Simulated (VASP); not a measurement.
# SiGeO4 (F-43m) in VASP: notebook

The runs below take SiGeO4 through relaxation of the atoms, with PBE.

All numbers are computed with VASP 6.6.1; they aren't measurements. Logs are shortened: lines on timing, memory, paths and dates and some standing lists are left out, and cuts for length are marked.

### Step 1. The cell of the first run

The structure is cubic, space group F-43m (No. 216). Conventional cell: a = 7.979 Å, b = 7.979 Å, c = 7.979 Å, α = 90.00°, β = 90.00°, γ = 90.00°. Si (site symmetry -43m) has 4 O at 1.67 Å within 2.2 Å. Within 2.4 Å of Ge (site symmetry -43m) lie 4 O at 1.79 Å. Within 2.2 Å of O (site symmetry 3m) lie 1 Si at 1.67 Å and 1 Ge at 1.79 Å.

### Step 2. Relaxation of the atoms, PBE (21.17 Å³/atom)

INCAR

```
SYSTEM = SiGeO4
PREC = Accurate ; ENCUT = 520
EDIFF = 1E-6 ; ISMEAR = 0
SIGMA = 0.02 ; LREAL = .FALSE.
LASPH = .TRUE. ; NELM = 80
ALGO = Normal ; ISIF = 2
LWAVE = .FALSE. ; LCHARG = .FALSE.
GGA = PE ; IBRION = 2
NSW = 50 ; EDIFFG = -0.01
```

KPOINTS

```
regular mesh
0
G
  6 6 6
  0 0 0
```

POSCAR

```
SiGeO4
1.0
    0.0000000000      3.9894958365      3.9894958365
    3.9894958365      0.0000000000      3.9894958365
    3.9894958365      3.9894958365      0.0000000000
Si Ge O
1 1 4
Direct
    0.7500000000      0.7500000000      0.7500000000
    0.5000000000      0.5000000000      0.5000000000
    0.1118225773      0.6293924742      0.6293924742
    0.6293924742      0.1118225773      0.6293924742
    0.6293924742      0.6293924742      0.1118225773
    0.6293924742      0.6293924742      0.6293924742
```

Potentials or basis: VASP PAW PBE potentials, release 64 (Si, Ge_d, O).

Command:

```sh
$ cat potpaw_PBE.64/Si/POTCAR potpaw_PBE.64/Ge_d/POTCAR potpaw_PBE.64/O/POTCAR > POTCAR
$ mpirun -np 1 vasp_std > vasp.out
```

OUTCAR:

```text
SYSTEM = SiGeO4
   PREC = Accurate
   ENCUT = 520
   EDIFF = 1E-6
   ISMEAR = 0
   LREAL = .FALSE.
   LASPH = .TRUE.
   NELM = 80
   ISIF = 2
   GGA = PE
   IBRION = 2
   NSW = 50
   EDIFFG = -0.01

 ion  position               nearest neighbor table
   1  0.750  0.750  0.750-   3 1.67   4 1.67   5 1.67   6 1.67
   2  0.500  0.500  0.500-   6 1.79   4 1.79   5 1.79   3 1.79
   3  0.112  0.629  0.629-   1 1.67   2 1.79
   4  0.629  0.112  0.629-   1 1.67   2 1.79
   5  0.629  0.629  0.112-   1 1.67   2 1.79
   6  0.629  0.629  0.629-   1 1.67   2 1.79

  LATTYP: Found a face centered cubic cell.
 ALAT       =     7.9789916730

  Lattice vectors:

 A1 = (   0.0000000000,   3.9894958365,   3.9894958365)
 A2 = (   3.9894958365,   0.0000000000,   3.9894958365)
 A3 = (   3.9894958365,   3.9894958365,   0.0000000000)

Analysis of symmetry for initial positions (statically):
=====================================================================
 Subroutine PRICEL returns:
 Original cell was already a primitive cell.

 Routine SETGRP: Setting up the symmetry group for a
 face centered cubic supercell.

 Subroutine GETGRP returns: Found 24 space group operations
 (whereof 24 operations were pure point group operations)
 out of a pool of 48 trial point group operations.

The static configuration has the point symmetry T_d .

Analysis of symmetry for dynamics (positions and initial velocities):
=====================================================================
 Subroutine PRICEL returns:
 Original cell was already a primitive cell.

 Routine SETGRP: Setting up the symmetry group for a
 face centered cubic supercell.

 Subroutine GETGRP returns: Found 24 space group operations
 (whereof 24 operations were pure point group operations)
 out of a pool of 48 trial point group operations.

The dynamic configuration has the point symmetry T_d .

 Subroutine INISYM returns: Found 24 space group operations
 (whereof 24 operations are pure point group operations),
 and found     1 'primitive' translations

----------------------------------------------------------------------------------------

                                     Primitive cell

  volume of cell :     126.9942

  direct lattice vectors                    reciprocal lattice vectors
     0.000000000  3.989495837  3.989495837    -0.125329119  0.125329119  0.125329119
[... 74 lines left out ...]
   NGXF,Y,Z  is equivalent  to a cutoff of  24.75, 24.75, 24.75 a.u.
 SYSTEM =  SiGeO4
   PREC   = accura    normal or accurate (medium, high low for compatibility)
   ISTART =      0    job   : 0-new  1-cont  2-samecut
   ICHARG =      2    charge: 1-file 2-atom 10-const
   ISPIN  =      1    spin polarized calculation?
   LNONCOLLINEAR =      F non collinear calculations
   LSORBIT =      F    spin-orbit coupling
   LASPH  =      T    aspherical Exc in radial PAW
   ENCUT  =  520.0 eV  38.22 Ry    6.18 a.u.  10.49 10.49 10.49*2*pi/ulx,y,z
   NELM   =     80;   NELMIN=  2; NELMDL= -5     # of ELM steps
   EDIFF  = 0.1E-05   stopping-criterion for ELM
   LREAL  =      F    real-space projection
   EDIFFG = -.1E-01   stopping-criterion for IOM
   NSW    =     50    number of steps for IOM
   IBRION =      2    ionic relax: 0-MD 1-quasi-New 2-CG
   NFREE  =      1    steps in history (QN), initial steepest desc. (CG)
   ISIF   =      2    stress and relaxation
   ISYM   =      2    0-nonsym 1-usesym 2-fastsym
   POTIM  = 0.5000    time-step for ionic-motion
   TEBEG  =    0.0;   TEEND  =   0.0 temperature during run
   PSTRESS=    0.0 pullay stress
   NELECT =      42.0000    total number of electrons
   NUPDOWN=      -1.0000    fix difference up-down
   EMIN   =  10.00;   EMAX   =-10.00  energy-range for DOS
   EFERMI =   0.00;   METHOD = LEGACY
   ISMEAR =     0;   SIGMA  =   0.02  broadening in eV -4-tet -1-fermi 0-gaus
   EFERMI_NEDOS =   21; number of points for ismear=-14 and -15
   IALGO  =     38    algorithm
   IMIX   =      4    mixing-type and parameters
     AMIX     =   0.40;   BMIX     =  1.00
     AMIX_MAG =   1.60;   BMIX_MAG =  1.00
  volume/ion in A,a.u.               =      21.17       142.83
  Fermi-wavevector in a.u.,A,eV,Ry     =   1.132131  2.139417 17.438859  1.281720
  Thomas-Fermi vector in A             =   2.268831
   LORBIT       =      0    0 simple, 1 ext, 2 COOP (PROOUT), +10 PAW based schemes
   GGA     = PE    functional components
   LHFCALC =     F    Hartree Fock is set to
   AEXX    =    0.0000 exact exchange contribution
   IVDW    =     0    specifies the selected vdW correction
   LEPSILON=     F    determine dielectric tensor
   LRPA    =     F    only Hartree local field effects (RPA)
 conjugate gradient relaxation of ions
 non-spin polarized calculation
 Gauss-broadening in eV      SIGMA  =   0.02
  energy-cutoff  :      520.00
  volume of cell :      126.99
 maximum number of plane-waves:      3479
 NGX is ok and might be reduce to    42
   NGX = 21   NGY = 21   NGZ = 21

--------------------------------------- Ionic step        1  -------------------------------------------

 number of electron      42.0000008 magnetization

 Free energy of the ion-electron system (eV)
  ---------------------------------------------------
  ext. energy  EPLUGINS =         0.00000000
  ---------------------------------------------------
  free energy    TOTEN  =       -42.17374802 eV

  energy without entropy =      -42.17374802  energy(sigma->0) =      -42.17374802

------------------------ aborting loop because EDIFF is reached ----------------------------------------

  FORCE on cell =-STRESS in cart. coord.  units (eV):
  Direction    XX          YY          ZZ          XY          YZ          ZX
  --------------------------------------------------------------------------------------
  -------------------------------------------------------------------------------------
  Total       -7.8809476     -7.8809476     -7.8809476      0.0000000      0.0000000      0.0000000
  in kB      -99.4271477    -99.4271477    -99.4271477      0.0000000      0.0000000      0.0000000
  external PRESSURE =     -99.4271477 kB  Pullay stress =       0.0000000 kB
[... 67 lines left out ...]
--------------------------------------- Ionic step        3  -------------------------------------------

 number of electron      42.0000009 magnetization

 Free energy of the ion-electron system (eV)
  ---------------------------------------------------
  ext. energy  EPLUGINS =         0.00000000
  ---------------------------------------------------
  free energy    TOTEN  =       -42.17378687 eV

  energy without entropy =      -42.17378687  energy(sigma->0) =      -42.17378687

 E-fermi :  -1.9261     XC(G=0):  -6.9390

 val. band max:       -2.0923499293   @ k =   0.5000   0.0000   0.0000
 cond. band min:       0.6877243452   @ k =   0.0000   0.0000   0.0000
 fundamental gap:      2.7800742745
 Fermi energy:        -1.9261157991

 k-point     1 :       0.0000    0.0000    0.0000
  band No.  band energies     occupation
      1     -26.0385      2.00000
      2     -26.0385      2.00000
      3     -26.0385      2.00000
      4     -25.8425      2.00000
      5     -25.8425      2.00000
      6     -20.6342      2.00000
[... 470 lines left out ...]
  FREE ENERGIE OF THE ION-ELECTRON SYSTEM (eV)
  ---------------------------------------------------
  free  energy   TOTEN  =       -42.1737868740 eV

  energy  without entropy=      -42.1737868740  energy(sigma->0) =      -42.17378687

 reached required accuracy - stopping structural energy minimisation
```

OSZICAR:

```text
N       E                     dE             d eps       ncg     rms          rms(c)
DAV:   1     0.436368176842E+03    0.43637E+03   -0.21240E+04   943   0.249E+03
DAV:   2     0.119437888617E+02   -0.42442E+03   -0.41470E+03  1037   0.697E+02
DAV:   3    -0.461244520420E+02   -0.58068E+02   -0.57926E+02   896   0.184E+02
DAV:   4    -0.489763529073E+02   -0.28519E+01   -0.28478E+01  1053   0.494E+01
[... 20 lines left out ...]
DAV:   1    -0.421737623407E+02   -0.78107E-04   -0.21176E-02   810   0.102E+00    0.702E-02
DAV:   2    -0.421737984861E+02   -0.36145E-04   -0.57515E-04  1072   0.185E-01    0.187E-02
DAV:   3    -0.421737881293E+02    0.10357E-04   -0.20410E-05  1303   0.489E-02    0.101E-02
DAV:   4    -0.421737868285E+02    0.13009E-05   -0.11975E-05  1206   0.292E-02    0.318E-03
DAV:   5    -0.421737868740E+02   -0.45535E-07   -0.19022E-06   686   0.148E-02
   3 F= -.42173787E+02 E0= -.42173787E+02  d E =-.388528E-04
```

It took 66 s on 1 thread of AMD EPYC 9R45 (Zen 5), shared host; peak memory 0.25 GiB.

Results:

* Free energy: -42.1738 eV
* Energy gained by relaxing: 0.0 meV/atom
* Ionic steps: 3
* Pressure after relaxing: -9.9 GPa
* Band gap on the k mesh: 2.78 eV

Final structure:
```
CELL_PARAMETERS angstrom
0.00000 3.98950 3.98950
3.98950 0.00000 3.98950
3.98950 3.98950 0.00000
ATOMIC_POSITIONS crystal
Si 0.75000 0.75000 0.75000
Ge 0.50000 0.50000 0.50000
O 0.11169 0.62944 0.62944
O 0.62944 0.11169 0.62944
O 0.62944 0.62944 0.11169
O 0.62944 0.62944 0.62944
```

Levels at points of the mesh, in eV from the valence-band top:
| k point | band 17 | band 18 | band 19 | band 20 | band 21 | band 22 | band 23 | band 24 | band 25 |
| --- | --- | --- | --- | --- | --- | --- | --- | --- | --- |
| (0.00, 0.00, 0.00) | -1.41 | -1.41 | 0.00 | 0.00 | 0.00 | 2.78 | 6.63 | 7.66 | 7.66 |
| (0.50, 0.00, 0.00) | -1.50 | -1.50 | -0.59 | -0.59 | 0.00 | 4.29 | 7.43 | 8.40 | 8.81 |
| (0.50, 0.50, 0.00) | -1.90 | -1.20 | -0.69 | -0.41 | -0.41 | 5.23 | 7.02 | 8.58 | 9.33 |

### Step 3. Relaxation of the atoms, PBE (20.40 Å³/atom)

This run uses another cell than the first one, of 20.40 Å³/atom.

INCAR

```
ALGO = Normal ; EDIFF = 1E-6
EDIFFG = -0.01 ; ENCUT = 520
GGA = PE ; IBRION = 2
ISIF = 2 ; ISMEAR = 0
LASPH = True ; LCHARG = False
LREAL = False ; LWAVE = False
NELM = 80 ; NSW = 50
PREC = Accurate ; SIGMA = 0.02
```

KPOINTS

```
k-points
0
Gamma
  6 6 6
```

POSCAR

```
SiGeO4
1.0
    0.0000000000      3.9405400230      3.9405400230
    3.9405400230      0.0000000000      3.9405400230
    3.9405400230      3.9405400230      0.0000000000
Si Ge O
1 1 4
Direct
    0.7500000000      0.7500000000      0.7500000000
    0.5000000000      0.5000000000      0.5000000000
    0.1120233469      0.6293255510      0.6293255510
    0.6293255510      0.1120233469      0.6293255510
    0.6293255510      0.6293255510      0.1120233469
    0.6293255510      0.6293255510      0.6293255510
```

Potentials or basis: VASP PAW PBE potentials, release 64 (Si, Ge_d, O).

Command:

```sh
$ cat potpaw_PBE.64/Si/POTCAR potpaw_PBE.64/Ge_d/POTCAR potpaw_PBE.64/O/POTCAR > POTCAR
$ mpirun -np 1 vasp_std > vasp.out
```

Run time: 53 s. Hardware: 1 thread of AMD EPYC 7R13 (Zen 3), shared host; peak memory 0.23 GiB.

It converged, with:

```yaml
Free_energy: -42.4109 eV
Pressure_after_relaxing: -6.7 GPa
Largest_force_after_relaxing: 0.009 eV/Å
Band_gap_on_the_k_mesh: 3.28 eV
```

Forces in eV/Å, atoms in the order of the input:
```
Si   0.000  0.000  0.000
Ge   0.000  0.000  0.000
O   -0.005  0.005  0.005
O    0.005 -0.005  0.005
O    0.005  0.005 -0.005
O   -0.005 -0.005 -0.005
```

Final structure:
```yaml
crystal:
  lattice:
    - [0.00000, 3.94054, 3.94054]
    - [3.94054, 0.00000, 3.94054]
    - [3.94054, 3.94054, 0.00000]
  atoms:
    - { symbol: Si, position: [0.75000, 0.75000, 0.75000] }
    - { symbol: Ge, position: [0.50000, 0.50000, 0.50000] }
    - { symbol: O, position: [0.11202, 0.62933, 0.62933] }
    - { symbol: O, position: [0.62933, 0.11202, 0.62933] }
    - { symbol: O, position: [0.62933, 0.62933, 0.11202] }
    - { symbol: O, position: [0.62933, 0.62933, 0.62933] }
```

Levels at points of the mesh, in eV from the valence-band top:
| k point | band 18 | band 19 | band 20 | band 21 | band 22 | band 23 | band 24 | band 25 |
| --- | --- | --- | --- | --- | --- | --- | --- | --- |
| (0.00, 0.00, 0.00) | -1.46 | 0.00 | 0.00 | 0.00 | 3.28 | 6.71 | 7.92 | 7.92 |
| (0.50, 0.00, 0.00) | -1.56 | -0.62 | -0.62 | 0.00 | 4.78 | 7.56 | 8.45 | 9.13 |
| (0.50, 0.50, 0.00) | -1.26 | -0.72 | -0.42 | -0.42 | 5.72 | 7.29 | 8.66 | 9.65 |

Caveat: the relaxation stopped at its first step, so nothing moved.
